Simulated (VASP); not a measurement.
# TiSi16 (a cell with a defect) in VASP: notebook, part 2 of 2

VASP 6.6.1. The steps go on from the part before.

### 4 Single point, PBE

INCAR

```
ALGO     = Normal         # electronic algorithm
EDIFF    = 1E-7           # SCF threshold, eV
ENCUT    = 520            # plane-wave cutoff, eV
GGA      = PE             # functional
ISIF     = 2              # what is computed and relaxed
ISMEAR   = 0              # smearing method
LASPH    = T              # aspherical terms in the spheres
LCHARG   = F              # write CHGCAR
LREAL    = Auto         
LWAVE    = F              # write WAVECAR
NBANDS   = 52             # bands
NELM     = 100            # most SCF steps
PREC     = Accurate       # precision mode
SIGMA    = 0.05           # smearing width, eV
```

KPOINTS

```
k-points
0
Gamma
  2 2 2
```

POSCAR

```
TiSi16
1.0
    0.0000000000      5.4300000000      5.4300000000
    5.4300000000      0.0000000000      5.4300000000
    5.4300000000      5.4300000000      0.0000000000
Si Ti
16 1
Direct
   -0.0134756906     -0.0009346225     -0.0010432781
    0.0712635359      0.1429351750      0.1428942910
   -0.0144524862     -0.0006681400      0.5158368324
    0.1356653775      0.1132716390      0.6253856354
   -0.0129596685      0.5153259669     -0.0012145488
    0.1366771639      0.6255826888      0.1123883978
    0.0500127993      0.4837102210      0.4830008287
    0.1362347145      0.6257667587      0.6252453959
    0.4441048803      0.0181457643      0.0195089319
    0.6141597606      0.1126336096      0.1127940147
    0.5085359116     -0.0286007366      0.5101635359
    0.6131730203      0.1127367403      0.6614741252
    0.5097145488      0.5096740331     -0.0287633517
    0.6147916206      0.6604754144      0.1124929098
    0.5091623389      0.5100096685      0.5099877532
    0.6761125230      0.6083668508      0.6078556169
    0.6286229282      0.2902761510      0.2910768877
```

The run is started by

```
$ cat potpaw_PBE.64/Si/POTCAR potpaw_PBE.64/Ti_sv/POTCAR > POTCAR
$ mpirun -np 1 vasp_std > vasp.out
```

It took 4.1 min on 1 thread of Intel Xeon Platinum 8259CL at 2.50GHz (Skylake/Cascade Lake), shared host; peak memory 0.5 GiB.

The run converged. Its results:

```
Free energy            : -90.9465 eV
Pressure               : 4.8 GPa
Largest force          : 1.801 eV/Å
Band gap on the k mesh : zero (bands 38 and 39 overlap by 0.42 eV)
```

Forces in eV/Å, atoms in the order of the input:
```
Si   0.039 -0.075 -0.075
Si   0.043 -0.044 -0.042
Si   0.072 -0.040 -0.072
Si   0.083 -0.084 -0.030
Si   0.076 -0.075 -0.036
Si   0.083 -0.029 -0.082
Si   0.108 -0.111 -0.109
Si   0.031 -0.086 -0.083
Si   0.092 -0.092 -0.091
Si   0.007 -0.103 -0.107
Si   0.084 -0.082  0.054
Si   0.109 -0.008 -0.109
Si   0.084  0.058 -0.084
Si   0.109 -0.105 -0.006
Si  -0.054 -0.084 -0.084
Si   0.078 -0.077 -0.082
Ti  -1.044  1.037  1.039
```

Stress tensor (GPa, compression positive):
```
 4.77  0.81  0.85
 0.81  4.75 -0.83
 0.85 -0.83  4.77
```

Levels at points of the mesh, in eV from the Fermi level:
```tsv
k point	band 36	band 37	band 38	band 39	band 40	band 41
(0.00, 0.00, 0.00)	-0.79	-0.49	-0.28	-0.28	-0.08	-0.07
(0.50, 0.00, 0.00)	-1.37	-0.26	-0.26	-0.12	0.62	0.72
(0.00, 0.50, 0.00)	-1.26	-0.50	-0.01	0.23	0.55	0.70
(0.00, 0.00, 0.50)	-1.26	-0.50	-0.02	0.23	0.55	0.71
(0.50, 0.50, 0.50)	-1.26	-0.50	-0.01	0.23	0.55	0.70
(0.50, 0.50, 0.00)	-1.80	-0.24	0.14	0.26	0.42	0.92
(0.00, 0.50, 0.50)	-1.80	-0.23	0.14	0.26	0.42	0.92
(0.50, 0.00, 0.50)	-1.80	-0.23	0.14	0.26	0.42	0.92
```

Caveat: the k points lie up to 0.50 Å⁻¹ apart.

### 5 Single point, PBE

INCAR

```
SYSTEM = TiSi16
  PREC = Accurate
  ENCUT = 520
  EDIFF = 1E-6
  ISMEAR = 0
  SIGMA = 0.05
  LREAL = Auto
  LASPH = .TRUE.
  NELM = 100
  ALGO = Normal
  ISIF = 2
  LWAVE = .FALSE.
  LCHARG = .TRUE.
  GGA = PE
  LELF = .TRUE.
  LVHAR = .TRUE.
  NBANDS = 52
```

KPOINTS

```
Automatic mesh
0
G
  2 2 2
  0 0 0
```

POSCAR

```
TiSi16
1.0
    0.0000000000      5.4300000000      5.4300000000
    5.4300000000      0.0000000000      5.4300000000
    5.4300000000      5.4300000000      0.0000000000
Si Ti
16 1
Direct
   -0.0113932781     -0.0005665746     -0.0002698895
    0.0747197974      0.1414253223      0.1421573665
   -0.0120779006     -0.0004337017      0.5127775322
    0.1378046041      0.1098016575      0.6261705341
   -0.0108906077      0.5118718232     -0.0004274401
    0.1388115101      0.6259139042      0.1093916206
    0.0534754144      0.4822374770      0.4821232965
    0.1384951197      0.6260503683      0.6259700737
    0.4486379374      0.0165683241      0.0179795580
    0.6156470534      0.1151223757      0.1156229282
    0.5100198895     -0.0355920810      0.5129152855
    0.6149275322      0.1152238490      0.6546485267
    0.5112840700      0.5121726519     -0.0354906998
    0.6162284530      0.6535251381      0.1153767035
    0.5107795580      0.5125694291      0.5127134438
    0.6806441068      0.6067385820      0.6065236648
    0.4961953039      0.3345348987      0.3350967772
```

The run is started by

```
$ cat potpaw_PBE.64/Si/POTCAR potpaw_PBE.64/Ti_sv/POTCAR > POTCAR
$ mpirun -np 1 vasp_std > vasp.out
```

Wall time 4.3 min (1 thread of Intel Xeon Platinum 8259CL at 2.50GHz (Skylake/Cascade Lake), shared host); peak memory 0.5 GiB.

Results (log left out):

- Free energy: -90.9453 eV
- Pressure: 4.8 GPa
- Largest force: 1.816 eV/Å
- Band gap on the k mesh: zero (bands 38 and 39 overlap by 0.43 eV)

Forces on the atoms (eV/Å):
```
Si  -0.031  0.086  0.083
Si  -0.112  0.110  0.112
Si  -0.086  0.031  0.085
Si  -0.073  0.075  0.034
Si  -0.084  0.086  0.032
Si  -0.077  0.043  0.077
Si  -0.042  0.044  0.041
Si  -0.037  0.074  0.072
Si  -0.076  0.074  0.078
Si   0.058  0.087  0.085
Si  -0.107  0.110  0.007
Si  -0.086 -0.053  0.086
Si  -0.104  0.010  0.105
Si  -0.083  0.085 -0.057
Si  -0.007  0.110  0.109
Si  -0.091  0.094  0.091
Ti   1.038 -1.066 -1.040
```

Stress tensor (GPa, compression positive):
```
 4.76  0.81  0.84
 0.81  4.77 -0.83
 0.84 -0.83  4.76
```

Levels at points of the mesh, in eV from the Fermi level:
```csv
k point,band 36,band 37,band 38,band 39,band 40,band 41
"(0.00, 0.00, 0.00)",-0.79,-0.49,-0.28,-0.28,-0.08,-0.07
"(0.50, 0.00, 0.00)",-1.37,-0.26,-0.26,-0.12,0.62,0.72
"(0.00, 0.50, 0.00)",-1.26,-0.50,-0.01,0.23,0.55,0.70
"(0.00, 0.00, 0.50)",-1.26,-0.50,-0.02,0.23,0.55,0.71
"(0.50, 0.50, 0.50)",-1.26,-0.50,-0.01,0.23,0.55,0.70
"(0.50, 0.50, 0.00)",-1.80,-0.23,0.14,0.26,0.42,0.92
"(0.00, 0.50, 0.50)",-1.80,-0.23,0.14,0.26,0.42,0.92
"(0.50, 0.00, 0.50)",-1.80,-0.23,0.14,0.26,0.42,0.92
```

Caveat: the k points lie up to 0.50 Å⁻¹ apart.

### 6 Single point, PBE

INCAR

```
SYSTEM = TiSi16
  PREC = Accurate
  ENCUT = 520
  EDIFF = 1E-6
  ISMEAR = 0
  SIGMA = 0.05
  LREAL = Auto
  LASPH = .True.
  NELM = 80
  ALGO = Normal
  ISIF = 2
  LWAVE = .False.
  LCHARG = .False.
  GGA = PE
  NBANDS = 52
```

KPOINTS

```
Automatic mesh
0
Gamma
  2 2 2
  0 0 0
```

POSCAR

```
TiSi16
1.0
    0.0000000000      5.4300000000      5.4300000000
    5.4300000000      0.0000000000      5.4300000000
    5.4300000000      5.4300000000      0.0000000000
Si Ti
16 1
Direct
   -0.0099938306     -0.0004741252     -0.0000161142
    0.0789739411      0.1399269797      0.1408361878
   -0.0105558932     -0.0003652855      0.5110862799
    0.1386789134      0.1078645488      0.6267741252
   -0.0095749540      0.5101239411     -0.0001453039
    0.1395524862      0.6263215470      0.1077974217
    0.0401087477      0.4865319521      0.4868107735
    0.1391949355      0.6265043278      0.6266052486
    0.4521822284      0.0153538674      0.0168151934
    0.6167449355      0.1167563536      0.1175103131
    0.5155919890     -0.0298820442      0.5072435543
    0.6161215470      0.1168766114      0.6500204420
    0.5170094843      0.5064422652     -0.0295673112
    0.6172325046      0.6487888582      0.1173098527
    0.5164071823      0.5069123389      0.5068016575
    0.6747114180      0.6084942910      0.6086543278
    0.4339046961      0.3552153775      0.3558404236
```

Potentials or basis: VASP PAW PBE potentials, release 64 (Si, Ti_sv).

The run is started by

```
$ cat potpaw_PBE.64/Si/POTCAR potpaw_PBE.64/Ti_sv/POTCAR > POTCAR
$ mpirun -np 1 vasp_std > vasp.out
```

It took 4.8 min on 1 thread of Intel Xeon Platinum 8259CL at 2.50GHz (Skylake/Cascade Lake), shared host; peak memory 0.5 GiB.

Results (log left out):

| Quantity | Value |
| --- | --- |
| Free energy | -91.7682 eV |
| Pressure | 3.8 GPa |
| Largest force | 1.651 eV/Å |
| Band gap on the k mesh | zero (bands 38 and 39 overlap by 0.33 eV) |

Forces on the atoms (eV/Å):
```
Si  -0.036  0.083  0.081
Si  -0.112  0.113  0.114
Si  -0.083  0.037  0.084
Si  -0.071  0.073  0.019
Si  -0.079  0.082  0.037
Si  -0.069  0.025  0.069
Si   0.163 -0.163 -0.163
Si  -0.020  0.073  0.072
Si  -0.103  0.099  0.105
Si   0.042  0.112  0.113
Si  -0.045  0.046  0.321
Si  -0.116 -0.041  0.117
Si  -0.041  0.325  0.039
Si  -0.110  0.112 -0.042
Si  -0.319  0.044  0.043
Si   0.054 -0.056 -0.058
Ti   0.945 -0.964 -0.950
```

Stress tensor (GPa, compression positive):
```
 3.78  0.31  0.31
 0.31  3.79 -0.31
 0.31 -0.31  3.75
```

Levels at points of the mesh, in eV from the Fermi level:
| k point | band 34 | band 35 | band 36 | band 37 | band 38 | band 39 | band 40 | band 41 | band 42 | band 43 |
| --- | --- | --- | --- | --- | --- | --- | --- | --- | --- | --- |
| (0.00, 0.00, 0.00) | -1.08 | -1.08 | -0.89 | -0.62 | -0.32 | -0.31 | -0.01 | 0.00 | 0.17 | 0.75 |
| (0.50, 0.00, 0.00) | -1.98 | -1.36 | -1.36 | -0.37 | -0.17 | -0.17 | 0.65 | 0.65 | 0.83 | 1.22 |
| (0.00, 0.50, 0.00) | -1.82 | -1.36 | -1.33 | -0.16 | 0.00 | 0.18 | 0.40 | 0.58 | 0.75 | 1.11 |
| (0.00, 0.00, 0.50) | -1.82 | -1.36 | -1.33 | -0.16 | -0.01 | 0.18 | 0.41 | 0.58 | 0.75 | 1.12 |
| (0.50, 0.50, 0.50) | -1.82 | -1.36 | -1.33 | -0.16 | 0.00 | 0.18 | 0.40 | 0.58 | 0.75 | 1.12 |
| (0.50, 0.50, 0.00) | -2.02 | -1.94 | -1.80 | -0.47 | 0.01 | 0.44 | 0.78 | 1.09 | 1.23 | 1.33 |
| (0.00, 0.50, 0.50) | -2.02 | -1.94 | -1.80 | -0.47 | 0.01 | 0.44 | 0.79 | 1.09 | 1.23 | 1.33 |
| (0.50, 0.00, 0.50) | -2.02 | -1.94 | -1.80 | -0.47 | 0.01 | 0.44 | 0.79 | 1.09 | 1.23 | 1.33 |

Caveat: the k points lie up to 0.50 Å⁻¹ apart.

### 7 Overview

```tsv
cell	gap on the mesh (eV)	pressure (GPa)	largest force (eV/Å)
as given, atomic positions A	none	3.9	0.20
as given, atomic positions B	none	3.8	1.65
as given, atomic positions C	none	4.8	1.80
as given, atomic positions D	none	4.8	1.82
as given, atomic positions E	none	3.8	1.65
```

Alike in all rows: task single point; level PBE; potentials or basis VASP PAW PBE potentials, release 64 (Si, Ti_sv); no spin polarisation; k mesh 2 × 2 × 2; cutoff (eV) 520; smearing gaussian 0.05 eV.

Caveats: all runs use coarse meshes.

Absolute energies hang on the potentials; compare differences alone.
